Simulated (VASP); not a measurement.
Input of a VASP 6.6.1 run:

Contents of INCAR:

```
PREC = Accurate
ENCUT = 520
EDIFF = 1E-6
ISMEAR = 0
SIGMA = 0.15
LREAL = F
LASPH = T
NELM = 60
ALGO = Normal
ISIF = 2
LWAVE = F
LCHARG = F
GGA = PE
NBANDS = 18
```

The input KPOINTS:

```
Automatic mesh
0
Gamma
  12 12 10
```

POSCAR

```
PtSe2
1.0
    3.7240006046      0.0000000000      0.0000000000
   -1.8620003023      3.2250791273      0.0000000000
    0.0000000000      0.0000000000      5.0620000000
Pt Se
1 2
Direct
    0.0000000000      0.0000000000      0.0000000000
    0.3468988920      0.6937977839      0.2500000000
    0.6802322253      0.3604644506      0.7500000000
```

Potentials or basis: VASP PAW PBE potentials, release 64 (Pt, Se).

The run is started by

```console
$ cat potpaw_PBE.64/Pt/POTCAR potpaw_PBE.64/Se/POTCAR > POTCAR
$ mpirun -np 1 vasp_std > vasp.out
```

(1) What does it give for the band gap on the k mesh?

(2) Estimate the pressure.

(3) What does it give for the largest force?

Answers

(1) zero (bands 11 and 12 overlap by 0.31 eV).

(2) 7.8 GPa.

(3) 1.440 eV/Å.

Caveat: the cell differs from its parent crystal (all Se atoms moved +0.087 Å, as atom 2 along Cartesian [0 1 0]); the cell stands under pressure; spin-orbit coupling is left out, which moves the levels of the heavy elements; forces of over 1 eV/Å act on the atoms, so gaps and moduli don't describe the material at rest.
